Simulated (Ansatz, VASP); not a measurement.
# Two plane-wave programs on BaS

```xyz
2
Lattice="0.0000 3.2119 3.2119 3.2119 0.0000 3.2119 3.2119 3.2119 0.0000" Properties=species:S:1:pos:R:3 pbc="T T T"
Ba    0.0000    0.0000    0.0000
S     3.2119    3.2119    3.2119
```

Alike in both runs: task single point; functional r2SCAN; k mesh 8 × 8 × 8; no spin polarisation.

|  | VASP | Ansatz |
| --- | --- | --- |
| version | VASP 6.6.1 | Ansatz 0.2.0 |
| potentials or method | VASP PAW PBE potentials, release 64 (Ba_sv, S) | plane waves, PAW |
| plane-wave cutoff (eV) | 520 | 500 |
| occupations | gaussian, width 0.01 eV | fixed |
| valence electrons in the cell | 16 | 16 |

|  | VASP | Ansatz | Ansatz less VASP |
| --- | --- | --- | --- |
| gap on the k mesh at the Fermi level (eV) | 2.49 | 2.58 | +0.086 |
| pressure (GPa) | 0.6 | 0.0 | -0.56 |

VASP's potentials were made for PBE, not for r2SCAN.

Spin-orbit coupling is off throughout.
